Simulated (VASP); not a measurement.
# P (Cmce) in VASP: settings compared

Aim: see how the results for P move with the level of theory and the settings. Levels: SVWN5, r2SCAN, PBE-based screened hybrid with 10 % exact exchange. Tasks: single point.

Everything below comes from runs of VASP 6.6.1. Logs are shortened: lines on timing, memory, paths and dates and some standing lists are left out, and cuts for length are marked.

### 1 The cell of the first run

It takes space group Cmce (No. 64, orthorhombic). Conventional cell: a = 3.273 Å, b = 10.857 Å, c = 4.513 Å, α = 90.00°, β = 90.00°, γ = 90.00°. P (site symmetry m) has 3 P at 2.19 to 2.23 Å within 2.9 Å.

### 2 Single point, SVWN5

Contents of INCAR:

```
SYSTEM = P
  PREC = Accurate
  ENCUT = 500
  EDIFF = 1E-6
  ISMEAR = -1
  SIGMA = 0.05
  LREAL = .False.
  LASPH = .True.
  NELM = 120
  ALGO = Normal
  ISIF = 2
  LWAVE = .False.
  LCHARG = .True.
  GGA = VW
  LELF = .True.
  LVHAR = .True.
  NBANDS = 18
  GGA_COMPAT = .False.
```

Contents of KPOINTS:

```
regular mesh
0
Gamma
  8 8 6
  0 0 0
```

Contents of POSCAR:

```
P
1.0
    1.6366841122     -5.4283585144      0.0000000000
    1.6366841122      5.4283585144      0.0000000000
    0.0000000000      0.0000000000      4.5131404726
P
4
Direct
    0.9041431300      0.0958568700      0.5888151700
    0.0958568700      0.9041431300      0.4111848300
    0.5958568700      0.4041431300      0.0888151700
    0.4041431300      0.5958568700      0.9111848300
```

Potentials or basis: VASP PAW PBE potentials, release 64 (P).

Launch:

```sh
$ cat potpaw_PBE.64/P/POTCAR > POTCAR
$ mpirun -np 1 vasp_std > vasp.out
```

OUTCAR:

```text
SYSTEM = P
   PREC = Accurate
   ENCUT = 500
   EDIFF = 1E-6
   ISMEAR = -1
   LREAL = .False.
   LASPH = .True.
   NELM = 120
   ISIF = 2
   GGA = VW

 ion  position               nearest neighbor table
   1  0.904  0.096  0.589-   4 2.19   4 2.19   2 2.23
   2  0.096  0.904  0.411-   3 2.19   3 2.19   1 2.23
   3  0.596  0.404  0.089-   2 2.19   2 2.19   4 2.23
   4  0.404  0.596  0.911-   1 2.19   1 2.19   3 2.23

  LATTYP: Found a base centered orthorhombic cell.
 ALAT       =     3.2733682244
 B/A-ratio  =     3.3166806435
 C/A-ratio  =     1.3787451222

  Lattice vectors:

 A1 = (   1.6366841122,  -5.4283585144,   0.0000000000)
 A2 = (   1.6366841122,   5.4283585144,   0.0000000000)
 A3 = (   0.0000000000,   0.0000000000,   4.5131404726)

Analysis of symmetry for initial positions (statically):
=====================================================================
 Subroutine PRICEL returns:
 Original cell was already a primitive cell.

 Routine SETGRP: Setting up the symmetry group for a
 base centered orthorhombic supercell.

 Subroutine GETGRP returns: Found  8 space group operations
 (whereof  4 operations were pure point group operations)
 out of a pool of  8 trial point group operations.

The static configuration has the point symmetry C_2h.
 The point group associated with its full space group is D_2h.

Analysis of symmetry for dynamics (positions and initial velocities):
=====================================================================
 Subroutine PRICEL returns:
 Original cell was already a primitive cell.

 Routine SETGRP: Setting up the symmetry group for a
 base centered orthorhombic supercell.

 Subroutine GETGRP returns: Found  8 space group operations
 (whereof  4 operations were pure point group operations)
 out of a pool of  8 trial point group operations.

The dynamic configuration has the point symmetry C_2h.
 The point group associated with its full space group is D_2h.

 Subroutine INISYM returns: Found  8 space group operations
 (whereof  4 operations are pure point group operations),
 and found     1 'primitive' translations

----------------------------------------------------------------------------------------

                                     Primitive cell

  volume of cell :      80.1941

  direct lattice vectors                    reciprocal lattice vectors
     1.636684112 -5.428358514  0.000000000     0.305495725 -0.092108876  0.000000000
     1.636684112  5.428358514  0.000000000     0.305495725  0.092108876  0.000000000
     0.000000000  0.000000000  4.513140473     0.000000000  0.000000000  0.221575199

  length of vectors
     5.669727599  5.669727599  4.513140473     0.319079431  0.319079431  0.221575199

  position of ions in fractional coordinates (direct lattice)
     0.904143130  0.095856870  0.588815170
     0.095856870  0.904143130  0.411184830
     0.595856870  0.404143130  0.088815170
     0.404143130  0.595856870  0.911184830

  ion indices of the primitive-cell ions
   primitive index   ion index
                 1           1
                 2           2
                 3           3
                 4           4

----------------------------------------------------------------------------------------

 KPOINTS: regular mesh

Automatic generation of k-mesh.
 Grid dimensions read from file:
 generate k-points for:    8    8    6

 Generating k-lattice:

  Cartesian coordinates                     Fractional coordinates (reciprocal lattice)
     0.038186966 -0.011513609  0.000000000     0.125000000  0.000000000  0.000000000
     0.038186966  0.011513609  0.000000000     0.000000000  0.125000000  0.000000000
     0.000000000  0.000000000  0.036929200     0.000000000  0.000000000  0.166666667

  Length of vectors
     0.039884929  0.039884929  0.036929200

  Shift w.r.t. Gamma in fractional coordinates (k-lattice)
     0.000000000  0.000000000  0.000000000

 Subroutine IBZKPT returns following result:
 ===========================================

 Found     84 irreducible k-points:

 Following reciprocal coordinates:
            Coordinates               Weight
  0.000000  0.000000  0.000000      1.000000
  0.125000  0.000000  0.000000      4.000000
  0.250000  0.000000  0.000000      4.000000
  0.375000  0.000000  0.000000      4.000000
  0.500000  0.000000  0.000000      2.000000
  0.125000  0.125000  0.000000      2.000000
[... 16 lines left out ...]
  0.125000  0.000000  0.166667      8.000000
  0.250000  0.000000  0.166667      8.000000
 [... further k-points ...]
   k-points           NKPTS =     84   k-points in BZ     NKDIM =     84   number of bands    NBANDS=     18
   number of dos      NEDOS =    301   number of ions     NIONS =      4
   total plane-waves  NPLWV =  63504
   dimension x,y,z NGX =    42 NGY =   42 NGZ =   36
   dimension x,y,z NGXF=    84 NGYF=   84 NGZF=   72
   ions per type =               4
   NGX,Y,Z   is equivalent  to a cutoff of  12.32, 12.32, 13.26 a.u.
   NGXF,Y,Z  is equivalent  to a cutoff of  24.63, 24.63, 26.52 a.u.
 SYSTEM =  P
   PREC   = accura    normal or accurate (medium, high low for compatibility)
   ISTART =      0    job   : 0-new  1-cont  2-samecut
   ICHARG =      2    charge: 1-file 2-atom 10-const
   ISPIN  =      1    spin polarized calculation?
   LNONCOLLINEAR =      F non collinear calculations
   LSORBIT =      F    spin-orbit coupling
   LASPH  =      T    aspherical Exc in radial PAW
   ENCUT  =  500.0 eV  36.75 Ry    6.06 a.u.  10.34 10.34  8.23*2*pi/ulx,y,z
   NELM   =    120;   NELMIN=  2; NELMDL= -5     # of ELM steps
   EDIFF  = 0.1E-05   stopping-criterion for ELM
   LREAL  =      F    real-space projection
   EDIFFG = 0.1E-04   stopping-criterion for IOM
   NSW    =      0    number of steps for IOM
   IBRION =     -1    ionic relax: 0-MD 1-quasi-New 2-CG
   NFREE  =      0    steps in history (QN), initial steepest desc. (CG)
   ISIF   =      2    stress and relaxation
   ISYM   =      2    0-nonsym 1-usesym 2-fastsym
   POTIM  = 0.5000    time-step for ionic-motion
   TEBEG  =    0.0;   TEEND  =   0.0 temperature during run
   PSTRESS=    0.0 pullay stress
   NELECT =      20.0000    total number of electrons
   NUPDOWN=      -1.0000    fix difference up-down
   EMIN   =  10.00;   EMAX   =-10.00  energy-range for DOS
   EFERMI =   0.00;   METHOD = LEGACY
   ISMEAR =    -1;   SIGMA  =   0.05  broadening in eV -4-tet -1-fermi 0-gaus
   EFERMI_NEDOS =   21; number of points for ismear=-14 and -15
   IALGO  =     38    algorithm
   IMIX   =      4    mixing-type and parameters
     AMIX     =   0.40;   BMIX     =  1.00
     AMIX_MAG =   1.60;   BMIX_MAG =  1.00
  volume/ion in A,a.u.               =      20.05       135.29
  Fermi-wavevector in a.u.,A,eV,Ry     =   1.030475  1.947315 14.447734  1.061879
  Thomas-Fermi vector in A             =   2.164575
   LORBIT       =      0    0 simple, 1 ext, 2 COOP (PROOUT), +10 PAW based schemes
   GGA     = VW    functional components
   LHFCALC =     F    Hartree Fock is set to
   AEXX    =    0.0000 exact exchange contribution
   IVDW    =     0    specifies the selected vdW correction
   LEPSILON=     F    determine dielectric tensor
   LRPA    =     F    only Hartree local field effects (RPA)
 non-spin polarized calculation
  energy-cutoff  :      500.00
  volume of cell :       80.19
 maximum number of plane-waves:      2050
 NGX is ok and might be reduce to    42
   NGX = 21   NGY = 21   NGZ = 17

 number of electron      20.0000004 magnetization

 Free energy of the ion-electron system (eV)
  ---------------------------------------------------
  ext. energy  EPLUGINS =         0.00000000
  ---------------------------------------------------
  free energy    TOTEN  =       -23.98790034 eV

  energy without entropy =      -23.98715767  energy(sigma->0) =      -23.98752901

 E-fermi :   5.9461     XC(G=0):  -9.7522

 val. band max:        5.9234431149   @ k =   0.5000   0.5000   0.0000
 cond. band min:       5.9664484444   @ k =   0.5000   0.5000   0.0000
 fundamental gap:      0.0430053295
 Fermi energy:         5.9460833942

 k-point     1 :       0.0000    0.0000    0.0000
  band No.  band energies     occupation
      1     -10.0744      2.00000
      2      -7.2500      2.00000
      3      -3.9289      2.00000
      4      -1.0206      2.00000
      5       0.8760      2.00000
      6       1.0495      2.00000
[... 10 lines left out ...]
     17      12.7775      0.00000
     18      13.3305      0.00000

 k-point     2 :       0.1250    0.0000    0.0000
  band No.  band energies     occupation
      1      -9.8790      2.00000
      2      -7.0659      2.00000
      3      -4.0079      2.00000
      4      -0.8461      2.00000
      5       0.6559      2.00000
      6       0.8400      2.00000
[... 10 lines left out ...]
     17      11.7429      0.00000
     18      12.7748      0.00000

 k-point     3 :       0.2500    0.0000    0.0000
  band No.  band energies     occupation
      1      -9.2990      2.00000
      2      -6.5139      2.00000
      3      -4.5144      2.00000
      4      -0.8868      2.00000
      5      -0.3604      2.00000
      6      -0.2242      2.00000
[... 10 lines left out ...]
     17      11.3946      0.00000
     18      12.5718      0.00000

 k-point     4 :       0.3750    0.0000    0.0000
  band No.  band energies     occupation
      1      -8.3575      2.00000
      2      -5.7007      2.00000
      3      -5.5958      2.00000
      4      -2.7142      2.00000
      5      -0.2678      2.00000
      6       0.2226      2.00000
[... 375 lines left out ...]
      4      -1.2533      2.00000
      5       0.6130      2.00000
      6       1.4558      2.00000
[... 10 lines left out ...]
     17      13.2101      0.00000
     18      13.4826      0.00000

 k-point    23 :       0.1250    0.0000    0.1667
  band No.  band energies     occupation
      1      -9.7347      2.00000
      2      -7.3062      2.00000
      3      -3.9560      2.00000
      4      -1.1446      2.00000
      5       0.5230      2.00000
      6       0.6607      2.00000
[... 10 lines left out ...]
     17      12.5080      0.00000
     18      12.9941      0.00000

 k-point    24 :       0.2500    0.0000    0.1667
  band No.  band energies     occupation
      1      -9.1588      2.00000
      2      -6.7769      2.00000
      3      -4.3230      2.00000
      4      -1.3485      2.00000
      5      -0.4963      2.00000
      6      -0.0338      2.00000
[... 10 lines left out ...]
     17      11.4428      0.00000
     18      12.6861      0.00000

 [... further k-points ...]
[... 5 lines left out ...]
  --------------------------------------------------------------------------------------
  -------------------------------------------------------------------------------------
  Total       -0.2292438     -0.1086535     -0.1619536      0.0000000      0.0000000      0.0000000
  in kB       -4.5800041     -2.1707618     -3.2356315      0.0000000      0.0000000      0.0000000
  external PRESSURE =      -3.3287991 kB  Pullay stress =       0.0000000 kB

 VOLUME and BASIS-vectors are now :
 -----------------------------------------------------------------------------
  energy-cutoff  :      500.00
  volume of cell :       80.19
      direct lattice vectors                 reciprocal lattice vectors
     1.636684112 -5.428358514  0.000000000     0.305495725 -0.092108876  0.000000000
     1.636684112  5.428358514  0.000000000     0.305495725  0.092108876  0.000000000
     0.000000000  0.000000000  4.513140473     0.000000000  0.000000000  0.221575199

 POSITION                                       TOTAL-FORCE (eV/Angst)
 -----------------------------------------------------------------------------------
      1.63668     -4.38767      2.65741         0.000000      0.215591     -0.316915
      1.63668      4.38767      1.85573         0.000000     -0.215591      0.316915
      1.63668     -1.04069      0.40084         0.000000     -0.215591     -0.316915
      1.63668      1.04069      4.11231         0.000000      0.215591      0.316915
 -----------------------------------------------------------------------------------
    total drift:                               -0.000000     -0.000000      0.000000

  FREE ENERGIE OF THE ION-ELECTRON SYSTEM (eV)
  ---------------------------------------------------
  free  energy   TOTEN  =       -23.9879003448 eV

  energy  without entropy=      -23.9871576683  energy(sigma->0) =      -23.98752901
```

Wall time 62 s (1 thread of Intel Xeon 6975P-C (Granite Rapids), shared host); peak memory 0.22 GiB.

Results:

```
Free energy            : -23.9879 eV
Pressure               : -0.3 GPa
Largest force          : 0.383 eV/Å
Band gap on the k mesh : 0.04 eV
```

Forces on the atoms (eV/Å):
```
P    0.000  0.216 -0.317
P    0.000 -0.216  0.317
P    0.000 -0.216 -0.317
P    0.000  0.216  0.317
```

Levels at points of the mesh, in eV from the valence-band top:
```csv
k point,band 8,band 9,band 10,band 11,band 12,band 13
"(0.00, 0.00, 0.00)",-2.91,-2.60,-1.26,0.48,0.95,1.87
"(0.50, 0.00, 0.00)",-3.45,-2.70,-2.70,0.56,0.56,1.36
"(0.50, 0.50, 0.00)",-2.44,-1.64,0.00,0.04,0.71,2.11
"(0.00, 0.00, 0.50)",-3.33,-1.68,-1.68,1.42,1.42,2.89
"(0.50, 0.00, 0.50)",-5.41,-1.84,-1.84,1.57,1.57,3.42
"(0.50, 0.50, 0.50)",-2.82,-2.00,-2.00,1.36,1.36,2.51
```

Caveat: the PAW data sets were made with another functional, which shifts forces and pressure a little.

### 3 Single point, SVWN5

This run uses another cell than the first one, of 20.46 Å³/atom.

Contents of INCAR:

```
  PREC = Accurate
  ENCUT = 500
  EDIFF = 1E-6
  ISMEAR = -1
  SIGMA = 0.05
  LREAL = F
  LASPH = T
  NELM = 120
  ALGO = Normal
  ISIF = 2
  LWAVE = F
  LCHARG = T
  GGA = VW
  LELF = T
  LVHAR = T
  NBANDS = 18
  GGA_COMPAT = F
```

Contents of KPOINTS:

```
Automatic mesh
0
Gamma
  8 8 6
```

Contents of POSCAR:

```
P
1.0
    1.6477431241     -5.4650377251      0.0000000000
    1.6477431241      5.4650377251      0.0000000000
    0.0000000000      0.0000000000      4.5436355900
P
4
Direct
    0.9041431300      0.0958568700      0.5888151700
    0.0958568700      0.9041431300      0.4111848300
    0.5958568700      0.4041431300      0.0888151700
    0.4041431300      0.5958568700      0.9111848300
```

Potentials or basis: VASP PAW PBE potentials, release 64 (P).

Launch:

```sh
$ cat potpaw_PBE.64/P/POTCAR > POTCAR
$ mpirun -np 1 vasp_std > vasp.out
```

It took 59 s on 1 thread of Intel Xeon 6975P-C (Granite Rapids), shared host; peak memory 0.23 GiB.

Results (log left out):

* Free energy: -23.9769 eV
* Pressure: -1.8 GPa
* Largest force: 0.219 eV/Å
* Band gap on the k mesh: 0.01 eV

Forces on the atoms (eV/Å):
```
P    0.000  0.080 -0.203
P    0.000 -0.080  0.203
P    0.000 -0.080 -0.203
P    0.000  0.080  0.203
```

Stress tensor (GPa, compression positive):
```
-2.37  0.00  0.00
 0.00 -1.42  0.00
 0.00  0.00 -1.75
```

Levels at points of the mesh, in eV from the valence-band top:
| k point | band 6 | band 7 | band 8 | band 9 | band 10 | band 11 | band 12 | band 13 | band 14 | band 15 |
| --- | --- | --- | --- | --- | --- | --- | --- | --- | --- | --- |
| (0.00, 0.00, 0.00) | -4.96 | -4.10 | -2.87 | -2.60 | -1.25 | 0.48 | 0.93 | 1.81 | 2.77 | 5.32 |
| (0.50, 0.00, 0.00) | -5.63 | -3.42 | -3.42 | -2.69 | -2.69 | 0.55 | 0.55 | 1.36 | 1.36 | 3.23 |
| (0.50, 0.50, 0.00) | -5.51 | -4.20 | -2.44 | -1.63 | 0.00 | 0.01 | 0.69 | 2.03 | 2.66 | 5.04 |
| (0.00, 0.00, 0.50) | -4.47 | -3.31 | -3.31 | -1.69 | -1.69 | 1.34 | 1.34 | 2.84 | 2.84 | 4.51 |
| (0.50, 0.00, 0.50) | -5.72 | -5.36 | -5.36 | -1.84 | -1.84 | 1.55 | 1.55 | 3.36 | 3.36 | 4.85 |
| (0.50, 0.50, 0.50) | -3.33 | -2.81 | -2.81 | -2.02 | -2.02 | 1.32 | 1.32 | 2.44 | 2.44 | 3.09 |

Caveat: the PAW data sets were made with another functional, which shifts forces and pressure a little.

(Continued in part 2 of 2.)
